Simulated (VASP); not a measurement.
NiO2, 3 atoms in the cell. It takes space group P-3m1 (No. 164, trigonal). Conventional cell: a = 2.776 Å, b = 2.776 Å, c = 4.607 Å, α = 90.00°, β = 90.00°, γ = 120.00°. Within 2.5 Å of Ni (site symmetry -3m) lie 6 O at 1.86 Å. O (site symmetry 3m) has 3 Ni at 1.86 Å and 3 O at 2.47 Å within 2.5 Å. 

* Program: VASP 6.6.1
* Task: single point
* Functional: r2SCAN
* Potentials or basis: VASP PAW PBE potentials, release 64 (Ni, O)
* Cutoff: 520 eV
* k mesh: 12 × 12 × 6
* Occupations: gaussian, width 0.02 eV
* Spin: no spin polarisation
* Dipole correction: no
* Further INCAR settings: ALGO = Normal; EDIFF = 1e-06; NBANDS = 18

Potentials or basis: VASP PAW PBE potentials, release 64 (Ni, O).

The run is started by

```console
$ cat potpaw_PBE.64/Ni/POTCAR potpaw_PBE.64/O/POTCAR > POTCAR
$ cp INCAR.step1 INCAR
$ mpirun -np 1 vasp_std > vasp.out
$ cp INCAR.step2 INCAR
$ mpirun -np 1 vasp_std > vasp.out
```

Hardware: 1 thread of Intel(R) Xeon(R) 6975P-C (Granite Rapids), with other jobs on the host.

Problem. How long does it take, and how much memory?

Solution. Run time: 82 s on 1 thread of Intel(R) Xeon(R) 6975P-C (Granite Rapids), on a shared host, peak memory 0.19 GiB. Counts: k points 100.
